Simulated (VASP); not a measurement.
The system is HfSiO4.

```
Hf Si O
1.0
     3.31612    0.00000    0.00000
     0.00000    3.31612    0.00000
     0.00000    0.00000    5.76900
Hf Si O
1 1 4
Direct
  0.50000 0.50000 0.50000
  0.00000 0.00000 0.00000
  0.50000 0.00000 0.67543
  0.00000 0.50000 0.87762
  0.00000 0.50000 0.32457
  0.50000 0.00000 0.12238
```

```yaml
Program: VASP 6.6.1
Task: relaxation of cell and atoms
Functional: r2SCAN
Potentials_or_basis: VASP PAW PBE potentials, release 64 (Hf_pv, Si, O)
Cutoff: 600 eV
k_mesh: 8 × 8 × 4
Occupations: fermi-dirac, width 0.02 eV
Spin: no spin polarisation
```

At the start: pressure -8.1 GPa; volume 10.57 Å³/atom.

Question: How do energy, volume and symmetry change on relaxing?

Answer: Over 19 steps the energy falls by 10.6 meV/atom and the volume is 10.07 Å³/atom (-4.7 %); space group P-4m2 (No. 115, to 0.05 Å).

The path:
```
step  energy change (eV)  largest force (eV/Å)  pressure (GPa)  volume (Å³)
   1              0.0000                0.4655           -8.09        63.44
   2              0.0917                1.2498           14.69        58.66
   3             -0.0539                0.1353           -0.34        61.57
   4             -0.0539                0.1472           -0.19        61.54
   5             -0.0561                0.0636           -0.09        61.36
   6             -0.0564                0.1929            0.12        61.07
   7             -0.0568                0.1358            0.04        61.19
   8             -0.0588                0.1131           -0.18        61.09
   9             -0.0623                0.0758           -0.71        60.78
  10             -0.0626                0.0851            0.92        60.33
  11             -0.0631                0.0246            0.18        60.53
  12             -0.0633                0.0270            0.14        60.50
  13             -0.0633                0.0378            0.11        60.47
  14             -0.0633                0.0132           -0.31        60.52
  15             -0.0633                0.0163           -0.10        60.50
  16             -0.0633                0.0085           -0.15        60.50
  17             -0.0634                0.0083           -0.02        60.45
  18             -0.0634                0.0062           -0.03        60.46
  19             -0.0634                0.0035            0.01        60.44
```

Final structure:
```yaml
crystal:
  lattice:
    - [3.29324, 0.00000, 0.00000]
    - [0.00000, 3.29324, 0.00000]
    - [0.00000, 0.00000, 5.57278]
  atoms:
    - { symbol: Hf, position: [0.50000, 0.50000, 0.50000] }
    - { symbol: Si, position: [0.00000, 0.00000, 0.00000] }
    - { symbol: O, position: [0.50000, 0.00000, 0.67858] }
    - { symbol: O, position: [0.00000, 0.50000, 0.87219] }
    - { symbol: O, position: [0.00000, 0.50000, 0.32142] }
    - { symbol: O, position: [0.50000, 0.00000, 0.12781] }
```

Caveat: the PAW data sets were made with another functional, which shifts forces and pressure a little.
